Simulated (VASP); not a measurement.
Input of a VASP 6.6.1 run:

File INCAR:

```
SYSTEM = Cd4SeS3
PREC = Accurate
ENCUT = 520
EDIFF = 1E-7
ISMEAR = 0
SIGMA = 0.15
LREAL = .False.
LASPH = .True.
NELM = 60
ALGO = Normal
ISIF = 2
LWAVE = .False.
LCHARG = .True.
GGA = PE
LELF = .True.
LVHAR = .True.
NBANDS = 46
```

KPOINTS

```
regular mesh
0
Gamma
  3 3 3
  0 0 0
```

The input POSCAR:

```
Cd4SeS3
1.0
   -2.9984969493      2.9984969493      5.9925988917
    2.9984969493     -2.9984969493      5.9925988917
    2.9984969493      2.9984969493     -5.9925988917
Cd Se S
4 1 3
Direct
    0.6144274313      0.6144274313      0.4851042993
    0.1293231320      0.1293231320      0.5148957007
    0.3855725687      0.8706768680      0.0000000000
    0.8706768680      0.3855725687      0.0000000000
    0.0000000000      0.0000000000      0.0000000000
    0.2500000000      0.7500000000      0.5000000000
    0.7500000000      0.2500000000      0.5000000000
    0.5000000000      0.5000000000      0.0000000000
```

Potentials or basis: VASP PAW PBE potentials, release 64 (Cd, Se, S).

Launch:

```console
$ cat potpaw_PBE.64/Cd/POTCAR potpaw_PBE.64/Se/POTCAR potpaw_PBE.64/S/POTCAR > POTCAR
$ mpirun -np 1 vasp_std > vasp.out
```

(1) Estimate the band gap on the k mesh.

(2) Estimate the pressure.

Results:

(1) 0.88 eV, direct.

(2) 0.2 GPa.

Caveat: the k points lie up to 0.49 Å⁻¹ apart.
